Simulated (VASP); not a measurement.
# K (Fm-3m) in VASP: notebook

K is run at these levels: revPBE; tasks: single point, relaxation of cell and atoms.

All numbers are computed with VASP 6.6.1; they aren't measurements. Logs are shortened: lines on timing, memory, paths and dates and some standing lists are left out, and cuts for length are marked.

**1. The cell of the first run**

Symmetry: Fm-3m, No. 225, cubic system. The conventional cell has a = 6.843 Å, b = 6.843 Å, c = 6.843 Å, α = 90.00°, β = 90.00°, γ = 90.00°.

This isn't the form of K at room conditions, which is bcc.

**2. Single point, revPBE**

Input file INCAR:

```
PREC = Accurate ; ENCUT = 520
EDIFF = 1E-6 ; ISMEAR = -1
SIGMA = 0.1 ; LREAL = False
LASPH = True ; NELM = 60
ALGO = Normal ; ISIF = 2
LWAVE = False ; LCHARG = False
GGA = RE ; NBANDS = 10
```

Input file KPOINTS:

```
Automatic mesh
0
Gamma
  8 8 8
```

Input file POSCAR:

```
K
1.0
    0.0000000000      3.4214544199      3.4214544199
    3.4214544199      0.0000000000      3.4214544199
    3.4214544199      3.4214544199      0.0000000000
K
1
Direct
    0.0000000000      0.0000000000      0.0000000000
```

Potentials or basis: VASP PAW PBE potentials, release 64 (K_sv).

Run with:

```bash
cat potpaw_PBE.64/K_sv/POTCAR > POTCAR
mpirun -np 1 vasp_std > vasp.out
```

OUTCAR:

```text
PREC = Accurate
   ENCUT = 520
   EDIFF = 1E-6
   ISMEAR = -1
   LREAL = False
   LASPH = True
   NELM = 60
   ISIF = 2
   GGA = RE

 ion  position               nearest neighbor table
   1  0.000  0.000  0.000-

  LATTYP: Found a face centered cubic cell.
 ALAT       =     6.8429088398

  Lattice vectors:

 A1 = (   0.0000000000,   3.4214544199,   3.4214544199)
 A2 = (   3.4214544199,   0.0000000000,   3.4214544199)
 A3 = (   3.4214544199,   3.4214544199,   0.0000000000)

Analysis of symmetry for initial positions (statically):
=====================================================================
 Subroutine PRICEL returns:
 Original cell was already a primitive cell.

 Routine SETGRP: Setting up the symmetry group for a
 face centered cubic supercell.

 Subroutine GETGRP returns: Found 48 space group operations
 (whereof 48 operations were pure point group operations)
 out of a pool of 48 trial point group operations.

The static configuration has the point symmetry O_h .

Analysis of symmetry for dynamics (positions and initial velocities):
=====================================================================
 Subroutine PRICEL returns:
 Original cell was already a primitive cell.

 Routine SETGRP: Setting up the symmetry group for a
 face centered cubic supercell.

 Subroutine GETGRP returns: Found 48 space group operations
 (whereof 48 operations were pure point group operations)
 out of a pool of 48 trial point group operations.

The dynamic configuration has the point symmetry O_h .

 Subroutine INISYM returns: Found 48 space group operations
 (whereof 48 operations are pure point group operations),
 and found     1 'primitive' translations

----------------------------------------------------------------------------------------

                                     Primitive cell

  volume of cell :      80.1055

  direct lattice vectors                    reciprocal lattice vectors
     0.000000000  3.421454420  3.421454420    -0.146136683  0.146136683  0.146136683
     3.421454420  0.000000000  3.421454420     0.146136683 -0.146136683  0.146136683
     3.421454420  3.421454420  0.000000000     0.146136683  0.146136683 -0.146136683

  length of vectors
     4.838667244  4.838667244  4.838667244     0.253116160  0.253116160  0.253116160

  position of ions in fractional coordinates (direct lattice)
     0.000000000  0.000000000  0.000000000

  ion indices of the primitive-cell ions
   primitive index   ion index
                 1           1

----------------------------------------------------------------------------------------

 KPOINTS: Automatic mesh

Automatic generation of k-mesh.
 Grid dimensions read from file:
 generate k-points for:    8    8    8

 Generating k-lattice:

  Cartesian coordinates                     Fractional coordinates (reciprocal lattice)
    -0.018267085  0.018267085  0.018267085     0.125000000  0.000000000  0.000000000
     0.018267085 -0.018267085  0.018267085     0.000000000  0.125000000  0.000000000
     0.018267085  0.018267085 -0.018267085     0.000000000  0.000000000  0.125000000

  Length of vectors
     0.031639520  0.031639520  0.031639520

  Shift w.r.t. Gamma in fractional coordinates (k-lattice)
     0.000000000  0.000000000  0.000000000

 Subroutine IBZKPT returns following result:
 ===========================================

 Found     29 irreducible k-points:

 Following reciprocal coordinates:
            Coordinates               Weight
  0.000000  0.000000  0.000000      1.000000
  0.125000  0.000000  0.000000      8.000000
  0.250000  0.000000  0.000000      8.000000
  0.375000  0.000000  0.000000      8.000000
  0.500000  0.000000  0.000000      4.000000
  0.125000  0.125000  0.000000      6.000000
[... 16 lines left out ...]
  0.500000  0.250000  0.125000     48.000000
 -0.375000  0.250000  0.125000     24.000000
 [... further k-points ...]
   k-points           NKPTS =     29   k-points in BZ     NKDIM =     29   number of bands    NBANDS=     10
   number of dos      NEDOS =    301   number of ions     NIONS =      1
   total plane-waves  NPLWV =  46656
   dimension x,y,z NGX =    36 NGY =   36 NGZ =   36
   dimension x,y,z NGXF=    72 NGYF=   72 NGZF=   72
   ions per type =               1
   NGX,Y,Z   is equivalent  to a cutoff of  12.37, 12.37, 12.37 a.u.
   NGXF,Y,Z  is equivalent  to a cutoff of  24.74, 24.74, 24.74 a.u.
 SYSTEM =  unknown system
   PREC   = accura    normal or accurate (medium, high low for compatibility)
   ISTART =      0    job   : 0-new  1-cont  2-samecut
   ICHARG =      2    charge: 1-file 2-atom 10-const
   ISPIN  =      1    spin polarized calculation?
   LNONCOLLINEAR =      F non collinear calculations
   LSORBIT =      F    spin-orbit coupling
   LASPH  =      T    aspherical Exc in radial PAW
   ENCUT  =  520.0 eV  38.22 Ry    6.18 a.u.   9.00  9.00  9.00*2*pi/ulx,y,z
   NELM   =     60;   NELMIN=  2; NELMDL= -5     # of ELM steps
   EDIFF  = 0.1E-05   stopping-criterion for ELM
   LREAL  =      F    real-space projection
   EDIFFG = 0.1E-04   stopping-criterion for IOM
   NSW    =      0    number of steps for IOM
   IBRION =     -1    ionic relax: 0-MD 1-quasi-New 2-CG
   NFREE  =      0    steps in history (QN), initial steepest desc. (CG)
   ISIF   =      2    stress and relaxation
   ISYM   =      2    0-nonsym 1-usesym 2-fastsym
   POTIM  = 0.5000    time-step for ionic-motion
   TEBEG  =    0.0;   TEEND  =   0.0 temperature during run
   PSTRESS=    0.0 pullay stress
   NELECT =       9.0000    total number of electrons
   NUPDOWN=      -1.0000    fix difference up-down
   EMIN   =  10.00;   EMAX   =-10.00  energy-range for DOS
   EFERMI =   0.00;   METHOD = LEGACY
   ISMEAR =    -1;   SIGMA  =   0.10  broadening in eV -4-tet -1-fermi 0-gaus
   EFERMI_NEDOS =   21; number of points for ismear=-14 and -15
   IALGO  =     38    algorithm
   IMIX   =      4    mixing-type and parameters
     AMIX     =   0.40;   BMIX     =  1.00
     AMIX_MAG =   1.60;   BMIX_MAG =  1.00
  volume/ion in A,a.u.               =      80.11       540.58
  Fermi-wavevector in a.u.,A,eV,Ry     =   0.789954  1.492796  8.490398  0.624027
  Thomas-Fermi vector in A             =   1.895198
   LORBIT       =      0    0 simple, 1 ext, 2 COOP (PROOUT), +10 PAW based schemes
   GGA     = RE    functional components
   LHFCALC =     F    Hartree Fock is set to
   AEXX    =    0.0000 exact exchange contribution
   IVDW    =     0    specifies the selected vdW correction
   LEPSILON=     F    determine dielectric tensor
   LRPA    =     F    only Hartree local field effects (RPA)
 non-spin polarized calculation
  energy-cutoff  :      520.00
  volume of cell :       80.11
 maximum number of plane-waves:      2180
   NGX = 17   NGY = 17   NGZ = 17

 number of electron       9.0000001 magnetization

 Free energy of the ion-electron system (eV)
  ---------------------------------------------------
  ext. energy  EPLUGINS =         0.00000000
  ---------------------------------------------------
  free energy    TOTEN  =        -0.95938004 eV

  energy without entropy =       -0.93109543  energy(sigma->0) =       -0.94523773

 E-fermi :  -0.2111     XC(G=0):  -5.3348

 val. band max:       -0.3301376320   @ k =  -0.3750   0.1250   0.0000
 cond. band min:      -0.1385828273   @ k =   0.5000   0.3750   0.1250
 fundamental gap:      0.1915548047
 Fermi energy:        -0.2110884736

 k-point     1 :       0.0000    0.0000    0.0000
  band No.  band energies     occupation
      1     -32.4676      2.00000
      2     -15.8912      2.00000
      3     -15.8912      2.00000
      4     -15.8912      2.00000
      5      -2.2232      2.00000
      6       3.9738      0.00000
      7       3.9738      0.00000
      8       3.9738      0.00000
      9       5.1726      0.00000
     10       5.1726      0.00000

 k-point     2 :       0.1250    0.0000    0.0000
  band No.  band energies     occupation
      1     -32.4673      2.00000
      2     -15.8982      2.00000
      3     -15.8922      2.00000
      4     -15.8922      2.00000
      5      -2.0531      2.00000
      6       3.4854      0.00000
      7       4.0293      0.00000
      8       4.0293      0.00000
      9       5.0307      0.00000
     10       5.0307      0.00000

 k-point     3 :       0.2500    0.0000    0.0000
  band No.  band energies     occupation
      1     -32.4665      2.00000
      2     -15.9150      2.00000
      3     -15.8946      2.00000
      4     -15.8946      2.00000
      5      -1.5567      2.00000
      6       2.4913      0.00000
      7       4.0169      0.00000
      8       4.0169      0.00000
      9       5.0337      0.00000
     10       5.0337      0.00000

 k-point     4 :       0.3750    0.0000    0.0000
  band No.  band energies     occupation
      1     -32.4656      2.00000
      2     -15.9317      2.00000
      3     -15.8970      2.00000
      4     -15.8970      2.00000
      5      -0.7756      1.99295
      6       1.3568      0.00000
      7       3.8440      0.00000
      8       3.8440      0.00000
      9       5.4931      0.00000
     10       5.5655      0.00000
[... 222 lines left out ...]
 k-point    22 :       0.3750    0.2500    0.1250
  band No.  band energies     occupation
      1     -32.4658      2.00000
      2     -15.9192      2.00000
      3     -15.9033      2.00000
      4     -15.8976      2.00000
      5      -1.1303      1.99980
      6       2.4472      0.00000
      7       3.0727      0.00000
      8       4.1157      0.00000
      9       4.4571      0.00000
     10       5.6013      0.00000

 k-point    23 :       0.5000    0.2500    0.1250
  band No.  band energies     occupation
      1     -32.4652      2.00000
      2     -15.9282      2.00000
      3     -15.9085      2.00000
      4     -15.9004      2.00000
      5      -0.3748      1.67427
      6       1.6251      0.00000
      7       2.6943      0.00000
      8       3.8490      0.00000
      9       4.8655      0.00000
     10       5.5489      0.00000

 k-point    24 :      -0.3750    0.2500    0.1250
  band No.  band energies     occupation
      1     -32.4649      2.00000
      2     -15.9321      2.00000
      3     -15.9102      2.00000
      4     -15.9019      2.00000
      5       0.5549      0.00094
      6       0.6135      0.00052
      7       2.6487      0.00000
      8       3.7085      0.00000
      9       4.8797      0.00000
     10       5.7324      0.00000

 [... further k-points ...]

------------------------ aborting loop because EDIFF is reached ----------------------------------------

  FORCE on cell =-STRESS in cart. coord.  units (eV):
  Direction    XX          YY          ZZ          XY          YZ          ZX
  --------------------------------------------------------------------------------------
  -------------------------------------------------------------------------------------
  Total       -0.0009346     -0.0009346     -0.0009346      0.0000000      0.0000000     -0.0000000
  in kB       -0.0186925     -0.0186925     -0.0186925      0.0000000      0.0000000     -0.0000000
  external PRESSURE =      -0.0186925 kB  Pullay stress =       0.0000000 kB

 VOLUME and BASIS-vectors are now :
 -----------------------------------------------------------------------------
  energy-cutoff  :      520.00
  volume of cell :       80.11
      direct lattice vectors                 reciprocal lattice vectors
     0.000000000  3.421454420  3.421454420    -0.146136683  0.146136683  0.146136683
     3.421454420  0.000000000  3.421454420     0.146136683 -0.146136683  0.146136683
     3.421454420  3.421454420  0.000000000     0.146136683  0.146136683 -0.146136683

 POSITION                                       TOTAL-FORCE (eV/Angst)
 -----------------------------------------------------------------------------------
      0.00000      0.00000      0.00000         0.000000     -0.000000      0.000000
 -----------------------------------------------------------------------------------
    total drift:                               -0.000000      0.000000      0.000000

  FREE ENERGIE OF THE ION-ELECTRON SYSTEM (eV)
  ---------------------------------------------------
  free  energy   TOTEN  =        -0.9593800377 eV

  energy  without entropy=       -0.9310954322  energy(sigma->0) =       -0.94523773
```

Wall time 9 s (1 thread of Intel Xeon Platinum 8488C (Sapphire Rapids), shared host); peak memory 0.2 GiB.

Results:

```
Free energy            : -0.9594 eV
Pressure               : 0.0 GPa
Band gap on the k mesh : zero (an odd number of electrons rules out a gap without spin polarisation)
```

Levels at points of the mesh, in eV from the Fermi level:
```
           k point  band 2  band 3  band 4  band 5  band 6  band 7  band 8  band 9
(0.00, 0.00, 0.00)  -15.68  -15.68  -15.68   -2.01    4.18    4.18    4.18    5.38
(0.50, 0.00, 0.00)  -15.73  -15.69  -15.69    0.37    0.51    3.97    3.97    5.92
(0.50, 0.50, 0.00)  -15.72  -15.70  -15.70    0.95    1.30    2.37    4.66    4.66
```

Caveat: the PAW data sets were made with another functional, which shifts forces and pressure a little.

**3. Single point, revPBE (70.49 Å³/atom)**

This run uses another cell than the first one, of 70.49 Å³/atom.

Input file INCAR:

```
PREC     = Accurate       # precision mode
ENCUT    = 520            # plane-wave cutoff, eV
EDIFF    = 1E-7           # SCF threshold, eV
ISMEAR   = -1             # smearing method
SIGMA    = 0.1            # smearing width, eV
LREAL    = False          # projectors in reciprocal space
LASPH    = True           # aspherical terms in the spheres
NELM     = 100            # most SCF steps
ALGO     = Normal         # electronic algorithm
ISIF     = 2              # what is computed and relaxed
LWAVE    = False          # write WAVECAR
LCHARG   = True           # write CHGCAR
GGA      = RE             # functional
LELF     = True           # ELF
LVHAR    = True         
NBANDS   = 10             # bands
```

Input file KPOINTS:

```
regular mesh
0
Gamma
  13 13 13
```

Input file POSCAR:

```
K
1.0
    0.0000000000      3.2787249295      3.2787249295
    3.2787249295      0.0000000000      3.2787249295
    3.2787249295      3.2787249295      0.0000000000
K
1
Direct
    0.0000000000      0.0000000000      0.0000000000
```

Potentials or basis: VASP PAW PBE potentials, release 64 (K_sv).

Run with:

```bash
cat potpaw_PBE.64/K_sv/POTCAR > POTCAR
mpirun -np 1 vasp_std > vasp.out
```

Run time: 25 s. Hardware: 1 thread of Intel Xeon Platinum 8488C (Sapphire Rapids), shared host; peak memory 0.22 GiB.

It converged, with:

```yaml
Free_energy: -0.9463 eV
Pressure: 0.5 GPa
Band_gap_on_the_k_mesh: zero (an odd number of electrons rules out a gap without spin polarisation)
```

Levels at points of the mesh, in eV from the Fermi level:
| k point | band 1 | band 2 | band 3 | band 4 | band 5 | band 6 | band 7 | band 8 | band 9 | band 10 |
| --- | --- | --- | --- | --- | --- | --- | --- | --- | --- | --- |
| (0.00, 0.00, 0.00) | -32.20 | -15.62 | -15.62 | -15.62 | -2.22 | 4.28 | 4.28 | 4.28 | 5.57 | 5.57 |

Caveat: the PAW data sets were made with another functional, which shifts forces and pressure a little.

**4. Relaxation of cell and atoms, revPBE**

This run uses another cell than the first one, of 71.32 Å³/atom.

Input file INCAR:

```
PREC = Accurate
ENCUT = 600
EDIFF = 1E-7
ISMEAR = -1
SIGMA = 0.1
LREAL = F
LASPH = T
NELM = 100
ALGO = Normal
ISIF = 3
LWAVE = F
LCHARG = F
GGA = RE
IBRION = 2
NSW = 80
EDIFFG = -0.01
```

Input file KPOINTS:

```
regular mesh
0
Gamma
  8 8 8
```

Input file POSCAR:

```
K
1.0
    0.0000000000      3.2915437429      3.2915437429
    3.2915437429      0.0000000000      3.2915437429
    3.2915437429      3.2915437429      0.0000000000
K
1
Direct
    0.0000000000      0.0000000000      0.0000000000
```

Run with:

```bash
cat potpaw_PBE.64/K_sv/POTCAR > POTCAR
mpirun -np 1 vasp_std > vasp.out
```

It took 46 s on 1 thread of Intel Xeon Platinum 8488C (Sapphire Rapids), shared host; peak memory 0.25 GiB.

The run converged. Its results:

| Item | Value |
| --- | --- |
| Free energy | -0.9592 eV |
| Relaxed volume | 80.09 Å³/atom |
| Relaxed cell | a = 4.838 Å, b = 4.838 Å, c = 4.838 Å, α = 60.00°, β = 60.00°, γ = 60.00° |
| Space group after relaxing (to 0.1 Å) | Fm-3m (No. 225) |
| Energy gained by relaxing | 11.2 meV/atom |
| Ionic steps | 4 |
| Pressure after relaxing | 0.0 GPa |
| Band gap on the k mesh | zero (an odd number of electrons rules out a gap without spin polarisation) |

The path:
| step | energy change (eV) | largest force (eV/Å) | pressure (GPa) | volume (Å³) |
| --- | --- | --- | --- | --- |
| 1 | 0.0000 | 0.0000 | 0.45 | 71.32 |
| 2 | -0.0050 | 0.0000 | 0.32 | 73.41 |
| 3 | -0.0112 | 0.0000 | 0.03 | 79.37 |
| 4 | -0.0112 | 0.0000 | 0.00 | 80.09 |

Final structure:
```
K
1.0
     0.00000    3.42122    3.42122
     3.42122    0.00000    3.42122
     3.42122    3.42122    0.00000
K
1
Direct
  0.00000 0.00000 0.00000
```

Levels at points of the mesh, in eV from the Fermi level:
| k point | band 2 | band 3 | band 4 | band 5 | band 6 | band 7 | band 8 |
| --- | --- | --- | --- | --- | --- | --- | --- |
| (0.00, 0.00, 0.00) | -15.68 | -15.68 | -15.68 | -2.01 | 4.19 | 4.19 | 4.19 |
| (0.50, 0.00, 0.00) | -15.73 | -15.69 | -15.69 | 0.37 | 0.51 | 3.97 | 3.97 |
| (0.50, 0.50, 0.00) | -15.72 | -15.70 | -15.70 | 0.95 | 1.30 | 2.37 | 4.66 |

Caveat: the PAW data sets were made with another functional, which shifts forces and pressure a little.

**5. Single point, revPBE (73.70 Å³/atom)**

This run uses another cell than the first one, of 73.70 Å³/atom.

Input file INCAR:

```
SYSTEM = K
PREC     = Accurate       ! precision mode
ENCUT    = 520            ! plane-wave cutoff, eV
EDIFF    = 1E-6           ! SCF threshold, eV
ISMEAR   = -1             ! smearing method
SIGMA    = 0.1            ! smearing width, eV
LREAL    = .False.        ! projectors in reciprocal space
LASPH    = .True.         ! aspherical terms in the spheres
NELM     = 80             ! most SCF steps
ALGO     = Normal         ! electronic algorithm
ISIF     = 2              ! what is computed and relaxed
LWAVE    = .False.        ! write WAVECAR
LCHARG   = .True.         ! write CHGCAR
GGA      = RE             ! functional
LELF     = .True.         ! ELF
LVHAR    = .True.       
NBANDS   = 10             ! bands
```

Input file KPOINTS:

```
regular mesh
0
Gamma
  13 13 13
  0 0 0
```

Input file POSCAR:

```
K
1.0
    0.0000000000      3.3276683382      3.3276683382
    3.3276683382      0.0000000000      3.3276683382
    3.3276683382      3.3276683382      0.0000000000
K
1
Direct
    0.0000000000      0.0000000000      0.0000000000
```

Run with:

```bash
cat potpaw_PBE.64/K_sv/POTCAR > POTCAR
mpirun -np 1 vasp_std > vasp.out
```

It took 23 s on 1 thread of Intel Xeon Platinum 8488C (Sapphire Rapids), shared host; peak memory 0.22 GiB.

It converged, with:

- Free energy: -0.9544 eV
- Pressure: 0.3 GPa
- Band gap on the k mesh: zero (an odd number of electrons rules out a gap without spin polarisation)

Levels at points of the mesh, in eV from the Fermi level:
```
           k point  band 2  band 3  band 4  band 5  band 6  band 7  band 8  band 9
(0.00, 0.00, 0.00)  -15.65  -15.65  -15.65   -2.15    4.24    4.24    4.24    5.50
```

Caveat: the PAW data sets were made with another functional, which shifts forces and pressure a little.

**6. Overview**

```csv
task,cell,k mesh,cutoff (eV),gap on the mesh (eV),pressure (GPa)
single point,"a = 4.839 Å, angles 60.0°, 1 atom",8 × 8 × 8,520,none,0.0
single point,"a = 4.637 Å, angles 60.0°, 1 atom",13 × 13 × 13,520,none,0.5
relaxation of cell and atoms,"relaxed from a = 4.655 Å, angles 60.0°, 1 atom",8 × 8 × 8,600,none,0.0
single point,"a = 4.706 Å, angles 60.0°, 1 atom",13 × 13 × 13,520,none,0.3
```

Alike in all rows: level revPBE; potentials or basis VASP PAW PBE potentials, release 64 (K_sv); no spin polarisation; smearing fermi-dirac 0.1 eV.

Caveats: the PAW data sets were made with another functional, which shifts forces and pressure a little.

Absolute energies hang on the potentials; compare differences alone.

The gap in the log of VASP goes by the Fermi energy; the results here count the filled bands.